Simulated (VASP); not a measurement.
# TiAl (P1) in VASP: further runs

Runs on TiAl. Level: PBEsol. Tasks: single point.

All numbers are computed with VASP 6.6.1; they aren't measurements. Logs are shortened: lines on timing, memory, paths and dates and some standing lists are left out, and cuts for length are marked.

## 1. The cell of the first run

The typed cell holds 6 atoms: a = 3.156 Å, b = 3.156 Å, c = 9.574 Å, α = 82.10°, β = 86.85°, γ = 90.00°.

## 2. Single point, PBEsol (the part above a cut slid along it)

INCAR

```
SYSTEM = TiAl
PREC = Accurate
ENCUT = 520
EDIFF = 1E-6
ISMEAR = 0
SIGMA = 0.15
LREAL = .False.
LASPH = .True.
NELM = 60
ALGO = Fast
ISIF = 2
LWAVE = .False.
LCHARG = .False.
GGA = PS
NBANDS = 32
```

KPOINTS

```
regular mesh
0
Gamma
  14 14 5
  0 0 0
```

POSCAR

```
TiAl
1.0
    0.0000000000     -3.1560751060      0.0000000000
    0.0000000000      0.0000000000     -3.1560751060
    9.4682253181     -0.5260125177     -1.3150312942
Ti Al
3 3
Direct
   -0.1250000000     -0.3125000000      0.7500000000
   -0.0138888889     -0.0347222222      0.0833333333
   -0.0694444444     -0.1736111111      0.4166666667
    0.3472222222      0.1180555556      0.9166666667
    0.4583333333      0.3958333333      0.2500000000
    0.4027777778      0.2569444444      0.5833333333
```

Potentials or basis: VASP PAW PBE potentials, release 64 (Ti_sv, Al).

Run with:

```
> cat potpaw_PBE.64/Ti_sv/POTCAR potpaw_PBE.64/Al/POTCAR > POTCAR
> mpirun -np 1 vasp_std > vasp.out
```

OUTCAR:

```text
SYSTEM = TiAl
   PREC = Accurate
   ENCUT = 520
   EDIFF = 1E-6
   ISMEAR = 0
   LREAL = .False.
   LASPH = .True.
   NELM = 60
   ISIF = 2
   GGA = PS

 ion  position               nearest neighbor table
   1  0.875  0.688  0.750-   6 2.73   4 2.73   6 2.73   4 2.73   4 2.73   6 2.73   4 2.73   6 2.73

   2  0.986  0.965  0.083-   4 1.91   4 2.64   5 2.73   5 2.73   5 2.73   5 2.73
   3  0.931  0.826  0.417-   6 2.73   6 2.73   6 2.73   6 2.73   5 2.73   5 2.73   5 2.73   5 2.73

   4  0.347  0.118  0.917-   2 1.91   2 2.64   1 2.73   1 2.73   1 2.73   1 2.73   6 3.16
   5  0.458  0.396  0.250-   3 2.73   2 2.73   3 2.73   2 2.73   2 2.73   3 2.73   2 2.73   3 2.73
                             6 3.16
   6  0.403  0.257  0.583-   3 2.73   3 2.73   3 2.73   3 2.73   1 2.73   1 2.73   1 2.73   1 2.73
                             5 3.16   4 3.16

  LATTYP: Found a triclinic cell.
 ALAT       =    13.9492529521
 B/A-ratio  =     0.3199715593
 C/A-ratio  =     1.3788303466
 COS(alpha) =     0.0193383448
 COS(beta)  =     0.6894151733
 COS(gamma) =     0.7332681568

  Lattice vectors:

 A1 = (   9.4682253181,  -6.8381627297,  -7.6271815062)
 A2 = (   0.0000000000,  -3.1560751060,  -3.1560751060)
 A3 = (  18.9364506362,   2.1040500706,  -2.6300625884)

Analysis of symmetry for initial positions (statically):
=====================================================================
 Subroutine PRICEL returns:
 Original cell was already a primitive cell.

 Routine SETGRP: Setting up the symmetry group for a
 triclinic supercell.

 Subroutine GETGRP returns: Found  1 space group operations
 (whereof  1 operations were pure point group operations)
 out of a pool of  2 trial point group operations.

The static configuration has the point symmetry C_1 .

Analysis of symmetry for dynamics (positions and initial velocities):
=====================================================================
 Subroutine PRICEL returns:
 Original cell was already a primitive cell.

 Routine SETGRP: Setting up the symmetry group for a
 triclinic supercell.

 Subroutine GETGRP returns: Found  1 space group operations
 (whereof  1 operations were pure point group operations)
 out of a pool of  2 trial point group operations.

[... 94 lines left out ...]
   dimension x,y,z NGXF=    48 NGYF=   48 NGZF=  144
   ions per type =               3   3
   NGX,Y,Z   is equivalent  to a cutoff of  12.64, 12.64, 12.50 a.u.
   NGXF,Y,Z  is equivalent  to a cutoff of  25.28, 25.28, 25.01 a.u.
 SYSTEM =  TiAl
   PREC   = accura    normal or accurate (medium, high low for compatibility)
   ISTART =      0    job   : 0-new  1-cont  2-samecut
   ICHARG =      2    charge: 1-file 2-atom 10-const
   ISPIN  =      1    spin polarized calculation?
   LNONCOLLINEAR =      F non collinear calculations
   LSORBIT =      F    spin-orbit coupling
   LASPH  =      T    aspherical Exc in radial PAW
   ENCUT  =  520.0 eV  38.22 Ry    6.18 a.u.   5.87  5.87 17.80*2*pi/ulx,y,z
   NELM   =     60;   NELMIN=  2; NELMDL= -5     # of ELM steps
   EDIFF  = 0.1E-05   stopping-criterion for ELM
   LREAL  =      F    real-space projection
[... 7 lines left out ...]
   TEBEG  =    0.0;   TEEND  =   0.0 temperature during run
   PSTRESS=    0.0 pullay stress
   NELECT =      45.0000    total number of electrons
   NUPDOWN=      -1.0000    fix difference up-down
   EMIN   =  10.00;   EMAX   =-10.00  energy-range for DOS
   EFERMI =   0.00;   METHOD = LEGACY
   ISMEAR =     0;   SIGMA  =   0.15  broadening in eV -4-tet -1-fermi 0-gaus
   EFERMI_NEDOS =   21; number of points for ismear=-14 and -15
   IALGO  =     68    algorithm
   IMIX   =      4    mixing-type and parameters
     AMIX     =   0.40;   BMIX     =  1.00
     AMIX_MAG =   1.60;   BMIX_MAG =  1.00
  volume/ion in A,a.u.               =      15.72       106.07
  Fermi-wavevector in a.u.,A,eV,Ry     =   1.279257  2.417446 22.265926  1.636499
  Thomas-Fermi vector in A             =   2.411753
   LORBIT       =      0    0 simple, 1 ext, 2 COOP (PROOUT), +10 PAW based schemes
   GGA     = PS    functional components
   LHFCALC =     F    Hartree Fock is set to
   AEXX    =    0.0000 exact exchange contribution
   IVDW    =     0    specifies the selected vdW correction
   LEPSILON=     F    determine dielectric tensor
   LRPA    =     F    only Hartree local field effects (RPA)
 non-spin polarized calculation
 RMM-DIIS sequential band-by-band and
 Gauss-broadening in eV      SIGMA  =   0.15
  energy-cutoff  :      520.00
  volume of cell :       94.31
 maximum number of plane-waves:      2575
   NGX = 11   NGY = 11   NGZ = 35

 number of electron      44.9999991 magnetization

 Free energy of the ion-electron system (eV)
  ---------------------------------------------------
  ext. energy  EPLUGINS =         0.00000000
  ---------------------------------------------------
  free energy    TOTEN  =       -35.32850924 eV

  energy without entropy =      -35.26416913  energy(sigma->0) =      -35.29633918

 E-fermi :   8.6610     XC(G=0): -11.2457

 val. band max:        8.6602937772   @ k =   0.1429   0.5000   0.4000
 cond. band min:       8.6619694930   @ k =   0.4286   0.5000   0.4000
 fundamental gap:      0.0016757158
 Fermi energy:         8.6609860435

 k-point     1 :       0.0000    0.0000    0.0000
  band No.  band energies     occupation
      1     -47.9507      2.00000
      2     -47.9194      2.00000
      3     -47.5286      2.00000
      4     -24.4045      2.00000
      5     -24.3085      2.00000
      6     -24.2412      2.00000
[... 829 lines left out ...]
     31      11.3767      0.00000
     32      11.9828      0.00000

 [... further k-points ...]
[... 5 lines left out ...]
  --------------------------------------------------------------------------------------
  -------------------------------------------------------------------------------------
  Total       14.2407746      5.7720324     -1.7810501      9.8998288      2.4517363      3.4635739
  in kB      241.9251124     98.0564346    -30.2568326    168.1802614     41.6505839     58.8398819
  external PRESSURE =     103.2415715 kB  Pullay stress =       0.0000000 kB

 VOLUME and BASIS-vectors are now :
 -----------------------------------------------------------------------------
  energy-cutoff  :      520.00
  volume of cell :       94.31
      direct lattice vectors                 reciprocal lattice vectors
     0.000000000 -3.156075106  0.000000000    -0.017602736 -0.316849240  0.000000000
     0.000000000  0.000000000 -3.156075106    -0.044006839  0.000000000 -0.316849240
     9.468225318 -0.526012518 -1.315031294     0.105616413  0.000000000  0.000000000

 POSITION                                       TOTAL-FORCE (eV/Angst)
 -----------------------------------------------------------------------------------
      7.10117     -3.15608     -3.15608         0.430443     -0.248754     -0.080852
      0.78902     -3.15608     -3.15608         8.294643      5.786644      2.096213
      3.94509     -3.15608     -3.15608         0.120726      0.113800     -0.000829
      8.67921     -1.57804     -1.57804        -8.787169     -5.623273     -2.012147
      2.36706     -1.57804     -1.57804        -0.034704     -0.059757      0.005322
      5.52313     -1.57804     -1.57804        -0.023939      0.031340     -0.007708
 -----------------------------------------------------------------------------------
    total drift:                               -0.000440      0.000066     -0.000339

  FREE ENERGIE OF THE ION-ELECTRON SYSTEM (eV)
  ---------------------------------------------------
  free  energy   TOTEN  =       -35.3285092400 eV

  energy  without entropy=      -35.2641691269  energy(sigma->0) =      -35.29633918
```

OSZICAR:

```text
N       E                     dE             d eps       ncg     rms          rms(c)
DAV:   1     0.501076433591E+03    0.50108E+03   -0.20952E+04 31488   0.153E+03
DAV:   2     0.187660123825E+02   -0.48231E+03   -0.46930E+03 31624   0.476E+02
DAV:   3    -0.341769179347E+02   -0.52943E+02   -0.51117E+02 52856   0.134E+02
[... 33 lines left out ...]
RMM:  37    -0.353285049504E+02   -0.19120E-05   -0.21809E-05 34885   0.122E-02    0.289E-03
RMM:  38    -0.353285063079E+02   -0.13574E-05   -0.17381E-05 41746   0.123E-02    0.145E-03
RMM:  39    -0.353285075453E+02   -0.12374E-05   -0.14625E-05 33850   0.106E-02    0.135E-03
RMM:  40    -0.353285084229E+02   -0.87763E-06   -0.11114E-05 39245   0.103E-02    0.601E-04
RMM:  41    -0.353285092400E+02   -0.81708E-06   -0.99904E-06 34094   0.946E-03
   1 F= -.35328509E+02 E0= -.35296339E+02  d E =-.643401E-01
```

stdout:

```text
POSCAR found type information on POSCAR TiAl
 POSCAR found :  2 types and       6 ions
 scaLAPACK will be used
 -----------------------------------------------------------------------------
|                                                                             |
|                                                                             |
[... 41 lines left out ...]
WARNING in EDDRMM: call to ZHEGV failed, returncode =   6  3      4
WARNING in EDDRMM: call to ZHEGV failed, returncode =   8  4      8
WARNING in EDDRMM: call to ZHEGV failed, returncode =   8  4     13
WARNING in EDDRMM: call to ZHEGV failed, returncode =   8  4      4
WARNING in EDDRMM: call to ZHEGV failed, returncode =   8  4      5
WARNING in EDDRMM: call to ZHEGV failed, returncode =   8  4      5
WARNING in EDDRMM: call to ZHEGV failed, returncode =   8  4     12
WARNING in EDDRMM: call to ZHEGV failed, returncode =   8  4      5
```

It took 1.6 h on 1 thread of Oxide Virtual Turin-like, shared host; peak memory 1.1 GiB.

What came out:

```
Free energy            : -35.3285 eV
Pressure               : 10.3 GPa
Largest force          : 10.625 eV/Å
Band gap on the k mesh : zero (an odd number of electrons rules out a gap without spin polarisation)
```

Forces on the atoms (eV/Å):
```
Ti   0.430 -0.249 -0.081
Ti   8.295  5.787  2.096
Ti   0.121  0.114 -0.001
Al  -8.787 -5.623 -2.012
Al  -0.035 -0.060  0.005
Al  -0.024  0.031 -0.008
```

Levels at points of the mesh, in eV from the Fermi level:
| k point | band 19 | band 20 | band 21 | band 22 | band 23 | band 24 | band 25 | band 26 |
| --- | --- | --- | --- | --- | --- | --- | --- | --- |
| (0.00, 0.00, 0.00) | -1.20 | -1.00 | -0.61 | 0.25 | 0.39 | 0.57 | 1.19 | 1.32 |
| (0.50, 0.00, 0.00) | -1.45 | -1.09 | -0.53 | -0.32 | -0.24 | 0.10 | 0.32 | 0.50 |
| (0.00, 0.50, 0.00) | -1.52 | -1.34 | -0.68 | -0.48 | -0.26 | 0.29 | 0.56 | 0.74 |
| (0.50, 0.50, 0.00) | -2.40 | -2.03 | -1.49 | -0.89 | -0.79 | 0.29 | 1.02 | 1.31 |

Caveat: the cell differs from its parent crystal (the part above a cut slid along it); the stress differs along the axes, from -3 to 24 GPa; the PAW data sets were made with another functional, which shifts forces and pressure a little.

## 3. Single point, PBEsol (the part above a cut slid along it)

INCAR

```
PREC     = Accurate       # precision mode
ENCUT    = 520            # plane-wave cutoff, eV
EDIFF    = 1E-6           # SCF threshold, eV
ISMEAR   = 0              # smearing method
SIGMA    = 0.15           # smearing width, eV
LREAL    = False          # projectors in reciprocal space
LASPH    = True           # aspherical terms in the spheres
NELM     = 100            # most SCF steps
ALGO     = Fast           # electronic algorithm
ISIF     = 2              # what is computed and relaxed
LWAVE    = False          # write WAVECAR
LCHARG   = False          # write CHGCAR
GGA      = PS             # functional
NBANDS   = 32             # bands
```

KPOINTS

```
Automatic mesh
0
Gamma
  14 14 5
```

POSCAR

```
TiAl
1.0
    0.0000000000     -3.1560751060      0.0000000000
    0.0000000000      0.0000000000     -3.1560751060
    9.4682253181     -0.5260125177     -1.0520250353
Ti Al
3 3
Direct
   -0.1250000000     -0.2500000000      0.7500000000
   -0.0138888889     -0.0277777778      0.0833333333
   -0.0694444444     -0.1388888889      0.4166666667
    0.3472222222      0.1944444444      0.9166666667
    0.4583333333      0.4166666667      0.2500000000
    0.4027777778      0.3055555556      0.5833333333
```

Potentials or basis: VASP PAW PBE potentials, release 64 (Ti_sv, Al).

Run with:

```
> cat potpaw_PBE.64/Ti_sv/POTCAR potpaw_PBE.64/Al/POTCAR > POTCAR
> mpirun -np 1 vasp_std > vasp.out
```

Run time: 63 min. Hardware: 1 thread of Oxide Virtual Turin-like, shared host; peak memory 1.1 GiB.

The run converged. Its results:

```yaml
Free_energy: -36.0634 eV
Pressure: 8.6 GPa
Largest_force: 8.963 eV/Å
Band_gap_on_the_k_mesh: zero (an odd number of electrons rules out a gap without spin polarisation)
```

Forces on the atoms (eV/Å):
```
Ti   0.464 -0.180 -0.093
Ti   6.403  4.804  3.294
Ti   0.102  0.091  0.002
Al  -6.926 -4.702 -3.204
Al  -0.020 -0.044  0.005
Al  -0.022  0.030 -0.004
```

Stress tensor (GPa, compression positive):
```
18.81 13.77  9.14
13.77  7.72  6.55
 9.14  6.55 -0.87
```

Levels at points of the mesh, in eV from the Fermi level:
```
           k point  band 19  band 20  band 21  band 22  band 23  band 24  band 25  band 26
(0.00, 0.00, 0.00)    -1.25    -0.99    -0.69     0.31     0.42     0.57     1.08     1.43
(0.50, 0.00, 0.00)    -1.46    -1.18    -0.53    -0.37    -0.28     0.06     0.32     0.54
(0.00, 0.50, 0.00)    -1.50    -1.36    -0.62    -0.49    -0.27     0.26     0.54     0.65
(0.50, 0.50, 0.00)    -2.48    -1.96    -1.66    -1.02    -0.54     0.51     0.98     1.24
```

Caveat: the cell differs from its parent crystal (the part above a cut slid along it); the stress differs along the axes, from -1 to 19 GPa; the PAW data sets were made with another functional, which shifts forces and pressure a little.
